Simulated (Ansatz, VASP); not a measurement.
**One calculation of ZrOF2, two programs**

File INCAR:

```
SYSTEM = ZrOF2
ALGO = Normal ; EDIFF = 1E-6
ENCUT = 600 ; GGA = PE
GGA_COMPAT = .False. ; ISIF = 2
ISMEAR = 0 ; LASPH = .True.
LCHARG = .False. ; LREAL = .False.
LWAVE = .False. ; NBANDS = 24
NELM = 120 ; PREC = Accurate
SIGMA = 0.1
```

Contents of KPOINTS:

```
k-points
0
Gamma
  8 8 8
  0 0 0
```

POSCAR

```
ZrOF2
1.0
   -1.4481905100      1.4481905100      5.6228213000
    1.4481905100     -1.4481905100      5.6228213000
    1.4481905100      1.4481905100     -5.6228213000
Zr O F
1 1 2
Direct
    0.7500000000      0.2500000000      0.5000000000
    0.0000000000      0.0000000000      0.0000000000
    0.3689999900      0.3689999900      0.0000000000
    0.6310000100      0.6310000100      0.0000000000
```

Input for Ansatz:

```yaml
crystal:
  lattice:
    - [-1.44819051, 1.44819051, 5.6228213]
    - [1.44819051, -1.44819051, 5.6228213]
    - [1.44819051, 1.44819051, -5.6228213]
  atoms:
    - { symbol: Zr, position: [0.75, 0.25, 0.5] }
    - { symbol: O, position: [0.0, 0.0, 0.0] }
    - { symbol: F, position: [0.36899999, 0.36899999, 0.0] }
    - { symbol: F, position: [0.63100001, 0.63100001, 0.0] }
basis:
  ecutwfc: 420
kpoints:
  mp_grid: { grid: [8, 8, 8] }
hamiltonian:
  xc: pbe
scf:
  occupations: { method: gaussian, width: 0.1 }
  lower_state_search: "off"
output:
  forces: true
  stress: true
  eigenvalues: true
```

Change from the starting cell: species swapped into the TlAgTe2 type (I-4m2, No. 119).

Alike in both runs: task single point; functional PBE; k mesh 8 × 8 × 8; occupations gaussian, width 0.1 eV; no spin polarisation.

|  | VASP | Ansatz |
| --- | --- | --- |
| version | VASP 6.6.1 | Ansatz 0.2.0 |
| potentials or method | VASP PAW PBE potentials, release 64 (Zr_sv, O, F), cutoff 600 eV | scalar-relativistic, plane waves, PAW |
| valence electrons in the cell | 32 | 32 |

VASP gave:

```
gap on the k mesh at the Fermi level (eV)                     : none
pressure (GPa)                                                : 26.9
traceless stress, the component that is largest in VASP (GPa) : -17.80
rms of the force components (eV/Å)                            : 0.695
```

Q: What did Ansatz give for the same quantities?

A: gap on the k mesh at the Fermi level (eV): none; pressure (GPa): 26.3; traceless stress, the component that is largest in VASP (GPa): -18.06; rms of the force components (eV/Å): 0.638.

Atom by atom the forces differ by 0.057 eV/Å (rms over components). A gap of «none» marks a metal or a gap that the smearing closes.

The k mesh is coarse, so the values compare programs but aren't converged.
